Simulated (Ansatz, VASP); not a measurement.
## Two plane-wave programs on MgB2Te4

```
Mg B Te
1.0
     5.61684    0.00000    0.00000
    -2.80842    4.86433    0.00000
     0.00000    0.00000    6.16389
Mg B Te
1 2 4
Cartesian
  0.0000 0.0000 0.0000
  0.0000 0.0000 3.8933
  0.0000 0.0000 2.2706
  0.0000 3.2429 0.0000
  2.8084 1.6214 0.0000
  0.0000 3.2429 3.0819
  2.8084 1.6214 3.0819
```

Alike in both runs: functional PBE; k mesh 3 × 3 × 4; occupations gaussian, width 0.1 eV; no spin polarisation.

Ansatz relaxed the structure, and its values are those at the end. VASP's run is a single point on that final structure, the one shown.

|  | VASP | Ansatz |
| --- | --- | --- |
| version | VASP 6.6.1 | Ansatz 0.2.0 |
| potentials or method | VASP PAW PBE potentials, release 64 (Mg, B, Te), cutoff 520 eV | scalar-relativistic, plane waves, PAW |
| valence electrons in the cell | 32 | 80 |

|  | VASP | Ansatz | Ansatz less VASP |
| --- | --- | --- | --- |
| gap on the k mesh at the Fermi level (eV) | none | none | - |
| pressure (GPa) | -0.1 | 0.0 | +0.06 |
| rms of the force components (eV/Å) | 0.006 | 0.001 | -0.0054 |

A gap of «none» marks a metal or a gap that the smearing closes. With one functional, cell and mesh, what is left measures potentials, basis and numerics. VASP's potentials hold 32 valence electrons a cell and Ansatz's 80, so a difference there can come from the potentials and not from the codes.

The k mesh is coarse, so the values compare programs but aren't converged. Spin-orbit coupling is off throughout.
